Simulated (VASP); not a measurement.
# Hf2Si (I4/mcm) in VASP: further runs, part 2 of 2

VASP 6.6.1. The steps go on from the part before.

## Step 4: Single point, PBEsol

This run uses another cell than the first one, of 15.93 Å³/atom.

INCAR reads:

```
ALGO     = Fast           # electronic algorithm
EDIFF    = 1E-6           # SCF threshold, eV
ENCUT    = 520            # plane-wave cutoff, eV
GGA      = PS             # functional
ISIF     = 2              # what is computed and relaxed
ISMEAR   = 0              # smearing method
LASPH    = True           # aspherical terms in the spheres
LCHARG   = False          # write CHGCAR
LREAL    = False          # projectors in reciprocal space
LWAVE    = False          # write WAVECAR
NBANDS   = 33             # bands
NELM     = 60             # most SCF steps
PREC     = Accurate       # precision mode
SIGMA    = 0.1            # smearing width, eV
```

KPOINTS reads:

```
k-points
0
Gamma
  10 10 10
```

POSCAR reads:

```
Hf2Si
1.0
   -3.1106316776      3.1106316776      2.4688329651
    3.1106316776     -3.1106316776      2.4688329651
    3.1106316776      3.1106316776     -2.4688329651
Hf Si
4 2
Direct
    0.8440547673      0.6559452327      0.5000000000
    0.3440547673      0.8440547673      0.1881095346
    0.1559452327      0.3440547673      0.5000000000
    0.6559452327      0.1559452327      0.8118904654
    0.7500000000      0.7500000000      0.0000000000
    0.2500000000      0.2500000000      0.0000000000
```

Potentials or basis: VASP PAW PBE potentials, release 64 (Hf_pv, Si).

Command:

```
$ cat potpaw_PBE.64/Hf_pv/POTCAR potpaw_PBE.64/Si/POTCAR > POTCAR
$ mpirun -np 1 vasp_std > vasp.out
```

OUTCAR:

```text
EDIFF = 1E-6
   ENCUT = 520
   GGA = PS
   ISIF = 2
   ISMEAR = 0
   LASPH = True
   LREAL = False
   NELM = 60
   PREC = Accurate

 ion  position               nearest neighbor table
   1  0.844  0.656  0.500-   5 2.65   5 2.65   6 2.65   6 2.65   3 2.74   3 2.97   3 2.97   4 3.14
                             2 3.14   4 3.14   2 3.14   2 3.32   4 3.32   2 3.32   4 3.32
   2  0.344  0.844  0.188-   5 2.65   6 2.65   6 2.65   5 2.65   4 2.74   4 2.97   4 2.97   3 3.14
                             1 3.14   1 3.14   3 3.14   3 3.32   1 3.32   1 3.32   3 3.32
   3  0.156  0.344  0.500-   6 2.65   6 2.65   5 2.65   5 2.65   1 2.74   1 2.97   1 2.97   4 3.14
                             2 3.14   4 3.14   2 3.14   4 3.32   2 3.32   4 3.32   2 3.32
   4  0.656  0.156  0.812-   6 2.65   5 2.65   5 2.65   6 2.65   2 2.74   2 2.97   2 2.97   3 3.14
                             1 3.14   1 3.14   3 3.14   1 3.32   3 3.32   1 3.32   3 3.32
   5  0.750  0.750  0.000-   6 2.47   6 2.47   2 2.65   4 2.65   2 2.65   1 2.65   4 2.65   1 2.65
                             3 2.65   3 2.65
   6  0.250  0.250  0.000-   5 2.47   5 2.47   3 2.65   4 2.65   2 2.65   3 2.65   4 2.65   2 2.65
                             1 2.65   1 2.65

  LATTYP: Found a body centered tetragonal cell.
 ALAT       =     6.2212633552
 C/A-ratio  =     0.7936757614

  Lattice vectors:

 A1 = (  -3.1106316776,   3.1106316776,   2.4688329651)
 A2 = (   3.1106316776,  -3.1106316776,   2.4688329651)
 A3 = (   3.1106316776,   3.1106316776,  -2.4688329651)

Analysis of symmetry for initial positions (statically):
=====================================================================
 Subroutine PRICEL returns:
 Original cell was already a primitive cell.

 Routine SETGRP: Setting up the symmetry group for a
 body centered tetragonal supercell.

 Subroutine GETGRP returns: Found 16 space group operations
 (whereof  8 operations were pure point group operations)
 out of a pool of 16 trial point group operations.

The static configuration has the point symmetry C_4h.
 The point group associated with its full space group is D_4h.

Analysis of symmetry for dynamics (positions and initial velocities):
=====================================================================
 Subroutine PRICEL returns:
 Original cell was already a primitive cell.

 Routine SETGRP: Setting up the symmetry group for a
 body centered tetragonal supercell.

 Subroutine GETGRP returns: Found 16 space group operations
 (whereof  8 operations were pure point group operations)
 out of a pool of 16 trial point group operations.

The dynamic configuration has the point symmetry C_4h.
 The point group associated with its full space group is D_4h.

 Subroutine INISYM returns: Found 16 space group operations
 (whereof  8 operations are pure point group operations),
 and found     1 'primitive' translations

----------------------------------------------------------------------------------------

                                     Primitive cell

  volume of cell :      95.5540

  direct lattice vectors                    reciprocal lattice vectors
    -3.110631678  3.110631678  2.468832965     0.000000000  0.160739056  0.202524839
     3.110631678 -3.110631678  2.468832965     0.160739056  0.000000000  0.202524839
     3.110631678  3.110631678 -2.468832965     0.160739056  0.160739056  0.000000000

  length of vectors
[... 48 lines left out ...]
  0.100000  0.000000 -0.000000      8.000000
  0.200000  0.000000 -0.000000      8.000000
  0.300000  0.000000 -0.000000      8.000000
  0.400000  0.000000 -0.000000      8.000000
  0.500000  0.000000  0.000000      4.000000
[... 16 lines left out ...]
  0.300000  0.300000  0.000000      8.000000
  0.400000  0.300000 -0.000000     16.000000
 [... further k-points ...]
   k-points           NKPTS =    102   k-points in BZ     NKDIM =    102   number of bands    NBANDS=     33
   number of dos      NEDOS =    301   number of ions     NIONS =      6
   total plane-waves  NPLWV =  64000
   dimension x,y,z NGX =    40 NGY =   40 NGZ =   40
   dimension x,y,z NGXF=    80 NGYF=   80 NGZF=   80
   ions per type =               4   2
   NGX,Y,Z   is equivalent  to a cutoff of  13.18, 13.18, 13.18 a.u.
   NGXF,Y,Z  is equivalent  to a cutoff of  26.36, 26.36, 26.36 a.u.
 SYSTEM =  unknown system
   PREC   = accura    normal or accurate (medium, high low for compatibility)
   ISTART =      0    job   : 0-new  1-cont  2-samecut
   ICHARG =      2    charge: 1-file 2-atom 10-const
   ISPIN  =      1    spin polarized calculation?
   LNONCOLLINEAR =      F non collinear calculations
   LSORBIT =      F    spin-orbit coupling
   LASPH  =      T    aspherical Exc in radial PAW
   ENCUT  =  520.0 eV  38.22 Ry    6.18 a.u.   9.38  9.38  9.38*2*pi/ulx,y,z
   NELM   =     60;   NELMIN=  2; NELMDL= -5     # of ELM steps
   EDIFF  = 0.1E-05   stopping-criterion for ELM
   LREAL  =      F    real-space projection
   EDIFFG = 0.1E-04   stopping-criterion for IOM
   NSW    =      0    number of steps for IOM
   IBRION =     -1    ionic relax: 0-MD 1-quasi-New 2-CG
   NFREE  =      0    steps in history (QN), initial steepest desc. (CG)
   ISIF   =      2    stress and relaxation
   ISYM   =      2    0-nonsym 1-usesym 2-fastsym
   POTIM  = 0.5000    time-step for ionic-motion
   TEBEG  =    0.0;   TEEND  =   0.0 temperature during run
   PSTRESS=    0.0 pullay stress
   NELECT =      48.0000    total number of electrons
   NUPDOWN=      -1.0000    fix difference up-down
   EMIN   =  10.00;   EMAX   =-10.00  energy-range for DOS
   EFERMI =   0.00;   METHOD = LEGACY
   ISMEAR =     0;   SIGMA  =   0.10  broadening in eV -4-tet -1-fermi 0-gaus
   EFERMI_NEDOS =   21; number of points for ismear=-14 and -15
   IALGO  =     68    algorithm
   IMIX   =      4    mixing-type and parameters
     AMIX     =   0.40;   BMIX     =  1.00
     AMIX_MAG =   1.60;   BMIX_MAG =  1.00
  volume/ion in A,a.u.               =      15.93       107.47
  Fermi-wavevector in a.u.,A,eV,Ry     =   1.301384  2.459260 23.042848  1.693602
  Thomas-Fermi vector in A             =   2.432522
   LORBIT       =      0    0 simple, 1 ext, 2 COOP (PROOUT), +10 PAW based schemes
   GGA     = PS    functional components
   LHFCALC =     F    Hartree Fock is set to
   AEXX    =    0.0000 exact exchange contribution
   IVDW    =     0    specifies the selected vdW correction
   LEPSILON=     F    determine dielectric tensor
   LRPA    =     F    only Hartree local field effects (RPA)
 non-spin polarized calculation
 RMM-DIIS sequential band-by-band and
 Gauss-broadening in eV      SIGMA  =   0.10
  energy-cutoff  :      520.00
  volume of cell :       95.55
 maximum number of plane-waves:      2600
 NGX is ok and might be reduce to    40
   NGX = 19   NGY = 19   NGZ = 19

 number of electron      48.0000001 magnetization

 Free energy of the ion-electron system (eV)
  ---------------------------------------------------
  ext. energy  EPLUGINS =         0.00000000
  ---------------------------------------------------
  free energy    TOTEN  =       -57.35669471 eV

  energy without entropy =      -57.34606161  energy(sigma->0) =      -57.35137816

 E-fermi :   7.1655     XC(G=0): -12.3407

 val. band max:        7.1558221096   @ k =  -0.2000  -0.4000   0.2000
 cond. band min:       7.1716085036   @ k =  -0.2000  -0.4000   0.2000
 fundamental gap:      0.0157863940
 Fermi energy:         7.1654790724

 k-point     1 :       0.0000    0.0000    0.0000
  band No.  band energies     occupation
      1     -22.8188      2.00000
      2     -22.7947      2.00000
      3     -22.5520      2.00000
      4     -22.5520      2.00000
      5     -22.5002      2.00000
      6     -22.5002      2.00000
[... 853 lines left out ...]
     32      12.1195      0.00000
     33      12.3754      0.00000

 [... further k-points ...]
[... 5 lines left out ...]
  --------------------------------------------------------------------------------------
  -------------------------------------------------------------------------------------
  Total       15.0337331     15.0337331     14.9525242      0.0000000      0.0000000      0.0000000
  in kB      252.0742823    252.0742823    250.7126315      0.0000000      0.0000000      0.0000000
  external PRESSURE =     251.6203987 kB  Pullay stress =       0.0000000 kB

 VOLUME and BASIS-vectors are now :
 -----------------------------------------------------------------------------
  energy-cutoff  :      520.00
  volume of cell :       95.55
      direct lattice vectors                 reciprocal lattice vectors
    -3.110631678  3.110631678  2.468832965     0.000000000  0.160739056  0.202524839
     3.110631678 -3.110631678  2.468832965     0.160739056  0.000000000  0.202524839
     3.110631678  3.110631678 -2.468832965     0.160739056  0.160739056  0.000000000

 POSITION                                       TOTAL-FORCE (eV/Angst)
 -----------------------------------------------------------------------------------
      0.97018      2.14046      2.46883        -0.012652      0.012652     -0.000000
      2.14046     -0.97018      2.46883         0.012652      0.012652      0.000000
      2.14046      0.97018      0.00000         0.012652     -0.012652     -0.000000
      0.97018      4.08081      0.00000        -0.012652     -0.012652     -0.000000
      0.00000      0.00000      3.70325        -0.000000     -0.000000     -0.000000
      0.00000      0.00000      1.23442        -0.000000     -0.000000     -0.000000
 -----------------------------------------------------------------------------------
    total drift:                                0.000000      0.000000      0.000000

  FREE ENERGIE OF THE ION-ELECTRON SYSTEM (eV)
  ---------------------------------------------------
  free  energy   TOTEN  =       -57.3566947133 eV

  energy  without entropy=      -57.3460616069  energy(sigma->0) =      -57.35137816
```

Wall time 6.8 min (1 thread of Intel Xeon Platinum 8259CL at 2.50GHz (Skylake/Cascade Lake), shared host); peak memory 0.41 GiB.

Results:

```yaml
Free_energy: -57.3567 eV
Pressure: 25.2 GPa
Largest_force: 0.018 eV/Å
Band_gap_on_the_k_mesh: zero (bands 24 and 25 overlap by 0.91 eV)
```

Forces on the atoms (eV/Å):
```
Hf  -0.013  0.013  0.000
Hf   0.013  0.013  0.000
Hf   0.013 -0.013  0.000
Hf  -0.013 -0.013  0.000
Si   0.000  0.000  0.000
Si   0.000  0.000  0.000
```

Stress tensor (GPa, compression positive):
```
25.21  0.00  0.00
 0.00 25.21  0.00
 0.00  0.00 25.07
```

Caveat: the cell stands under pressure; the PAW data sets were made with another functional, which shifts forces and pressure a little; spin-orbit coupling is left out, which moves the levels of the heavy elements.

## Step 5: Single point, PBEsol

This run uses another cell than the first one, of 16.93 Å³/atom.

INCAR reads:

```
PREC     = Accurate       # precision mode
ENCUT    = 520            # plane-wave cutoff, eV
EDIFF    = 1E-6           # SCF threshold, eV
ISMEAR   = 0              # smearing method
SIGMA    = 0.1            # smearing width, eV
LREAL    = False          # projectors in reciprocal space
LASPH    = True           # aspherical terms in the spheres
NELM     = 100            # most SCF steps
ALGO     = Fast           # electronic algorithm
ISIF     = 2              # what is computed and relaxed
LWAVE    = False          # write WAVECAR
LCHARG   = True           # write CHGCAR
GGA      = PS             # functional
LELF     = True           # ELF
LVHAR    = True         
NBANDS   = 33             # bands
```

KPOINTS reads:

```
Automatic mesh
0
Gamma
  10 10 10
```

POSCAR reads:

```
Hf2Si
1.0
   -3.1776459574      3.1776459574      2.5147333888
    3.1776459574     -3.1776459574      2.5147333888
    3.1776459574      3.1776459574     -2.5147333888
Hf Si
4 2
Direct
    0.8435490835      0.6564509165      0.5000000000
    0.3435490835      0.8435490835      0.1870981670
    0.1564509165      0.3435490835      0.5000000000
    0.6564509165      0.1564509165      0.8129018330
    0.7500000000      0.7500000000      0.0000000000
    0.2500000000      0.2500000000      0.0000000000
```

Potentials or basis: VASP PAW PBE potentials, release 64 (Hf_pv, Si).

Command:

```
$ cat potpaw_PBE.64/Hf_pv/POTCAR potpaw_PBE.64/Si/POTCAR > POTCAR
$ mpirun -np 1 vasp_std > vasp.out
```

OUTCAR:

```text
PREC = Accurate
   ENCUT = 520
   EDIFF = 1E-6
   ISMEAR = 0
   LREAL = False
   LASPH = True
   NELM = 100
   ISIF = 2
   GGA = PS

 ion  position               nearest neighbor table
   1  0.844  0.656  0.500-   6 2.71   5 2.71   5 2.71   6 2.71   3 2.81   3 3.03   3 3.03   4 3.21
                             2 3.21   4 3.21   2 3.21   2 3.39   4 3.39   2 3.39   4 3.39
   2  0.344  0.844  0.187-   5 2.71   6 2.71   6 2.71   5 2.71   4 2.81   4 3.03   4 3.03   3 3.21
                             1 3.21   1 3.21   3 3.21   3 3.39   1 3.39   1 3.39   3 3.39
   3  0.156  0.344  0.500-   5 2.71   6 2.71   6 2.71   5 2.71   1 2.81   1 3.03   1 3.03   4 3.21
                             2 3.21   4 3.21   2 3.21   4 3.39   2 3.39   4 3.39   2 3.39
   4  0.656  0.156  0.813-   6 2.71   5 2.71   5 2.71   6 2.71   2 2.81   2 3.03   2 3.03   3 3.21
                             1 3.21   1 3.21   3 3.21   1 3.39   3 3.39   1 3.39   3 3.39
   5  0.750  0.750  0.000-   6 2.51   6 2.51   1 2.71   2 2.71   4 2.71   2 2.71   1 2.71   4 2.71
                             3 2.71   3 2.71
   6  0.250  0.250  0.000-   5 2.51   5 2.51   2 2.71   3 2.71   4 2.71   1 2.71   3 2.71   1 2.71
                             4 2.71   2 2.71

  LATTYP: Found a body centered tetragonal cell.
 ALAT       =     6.3552919148
 C/A-ratio  =     0.7913824959

  Lattice vectors:

[... 191 lines left out ...]

 val. band max:        6.6595906287   @ k =   0.2000   0.1000  -0.0000
 cond. band min:       6.6663721374   @ k =   0.4000   0.1000  -0.0000
 fundamental gap:      0.0067815087
 Fermi energy:         6.6604775155

 k-point     1 :       0.0000    0.0000    0.0000
  band No.  band energies     occupation
      1     -23.4145      2.00000
      2     -23.3970      2.00000
      3     -23.2195      2.00000
      4     -23.2195      2.00000
      5     -23.1800      2.00000
      6     -23.1800      2.00000
[... 853 lines left out ...]
     32      11.3375      0.00000
     33      11.6363      0.00000

 [... further k-points ...]
[... 5 lines left out ...]
  --------------------------------------------------------------------------------------
  -------------------------------------------------------------------------------------
  Total        7.6001673      7.6001673      7.5737706      0.0000000     -0.0000000      0.0000000
  in kB      119.8866374    119.8866374    119.4702504      0.0000000     -0.0000000      0.0000000
  external PRESSURE =     119.7478417 kB  Pullay stress =       0.0000000 kB

 VOLUME and BASIS-vectors are now :
 -----------------------------------------------------------------------------
  energy-cutoff  :      520.00
  volume of cell :      101.57
      direct lattice vectors                 reciprocal lattice vectors
    -3.177645957  3.177645957  2.514733389     0.000000000  0.157349184  0.198828235
     3.177645957 -3.177645957  2.514733389     0.157349184  0.000000000  0.198828235
     3.177645957  3.177645957 -2.514733389     0.157349184  0.157349184  0.000000000

 POSITION                                       TOTAL-FORCE (eV/Angst)
 -----------------------------------------------------------------------------------
      0.99429      2.18335      2.51473        -0.014607      0.014607      0.000000
      2.18335     -0.99429      2.51473         0.014607      0.014607     -0.000000
      2.18335      0.99429      0.00000         0.014607     -0.014607     -0.000000
      0.99429      4.17194      0.00000        -0.014607     -0.014607      0.000000
      0.00000      0.00000      3.77210         0.000000      0.000000     -0.000000
      0.00000      0.00000      1.25737         0.000000      0.000000     -0.000000
 -----------------------------------------------------------------------------------
    total drift:                                0.000000      0.000000     -0.000000

  FREE ENERGIE OF THE ION-ELECTRON SYSTEM (eV)
  ---------------------------------------------------
  free  energy   TOTEN  =       -58.0435390842 eV

  energy  without entropy=      -58.0317512168  energy(sigma->0) =      -58.03764515
```

It took 6.6 min on 1 thread of Intel Xeon Platinum 8259CL at 2.50GHz (Skylake/Cascade Lake), shared host; peak memory 0.42 GiB.

What came out:

```yaml
Free_energy: -58.0435 eV
Pressure: 12.0 GPa
Largest_force: 0.021 eV/Å
Band_gap_on_the_k_mesh: zero (bands 24 and 25 overlap by 0.87 eV)
```

Forces on the atoms (eV/Å):
```
Hf  -0.015  0.015  0.000
Hf   0.015  0.015  0.000
Hf   0.015 -0.015  0.000
Hf  -0.015 -0.015  0.000
Si   0.000  0.000  0.000
Si   0.000  0.000  0.000
```

Levels at points of the mesh, in eV from the Fermi level:
| k point | band 21 | band 22 | band 23 | band 24 | band 25 | band 26 | band 27 | band 28 |
| --- | --- | --- | --- | --- | --- | --- | --- | --- |
| (0.00, 0.00, 0.00) | -1.35 | -1.35 | -1.07 | -0.88 | 2.15 | 2.22 | 2.27 | 2.74 |
| (0.50, 0.00, 0.00) | -0.79 | -0.79 | -0.60 | -0.60 | 0.30 | 0.30 | 2.08 | 2.08 |
| (0.50, 0.50, 0.00) | -1.56 | -1.16 | -0.57 | -0.32 | 1.34 | 1.45 | 1.77 | 2.23 |
| (0.50, 0.50, 0.50) | -0.97 | -0.50 | 0.03 | 0.34 | 0.36 | 0.36 | 1.34 | 1.46 |

Caveat: the cell stands under pressure; the PAW data sets were made with another functional, which shifts forces and pressure a little; spin-orbit coupling is left out, which moves the levels of the heavy elements.

## Step 6: The runs side by side

```tsv
cell	further INCAR settings	gap on the mesh (eV)	pressure (GPa)	largest force (eV/Å)
a = 4.705 Å, angles 104.5, 104.5, 120.0°, 6 atoms, atomic positions A	ALGO = Fast; EDIFF = 1e-06; NBANDS = 33	none	91.3	0.06
a = 4.888 Å, angles 104.1, 104.1, 120.9°, 6 atoms, atomic positions B	ALGO = Fast; EDIFF = 1e-07; NBANDS = 33	none	50.5	0.03
a = 5.045 Å, angles 103.9, 103.9, 121.4°, 6 atoms, atomic positions B	ALGO = Fast; EDIFF = 1e-06; NBANDS = 33	none	25.2	0.02
a = 5.150 Å, angles 103.8, 103.8, 121.5°, 6 atoms, atomic positions C	ALGO = Fast; EDIFF = 1e-06; NBANDS = 33	none	12.0	0.02
```

Alike in all rows: task single point; level PBEsol; potentials or basis VASP PAW PBE potentials, release 64 (Hf_pv, Si); no spin polarisation; k mesh 10 × 10 × 10; cutoff (eV) 520; smearing gaussian 0.1 eV.

Caveats: the cell stands under pressure; the PAW data sets were made with another functional, which shifts forces and pressure a little; spin-orbit coupling is left out, which moves the levels of the heavy elements.

Total energies depend on the potentials used, so only differences within one code and one set of settings carry meaning.
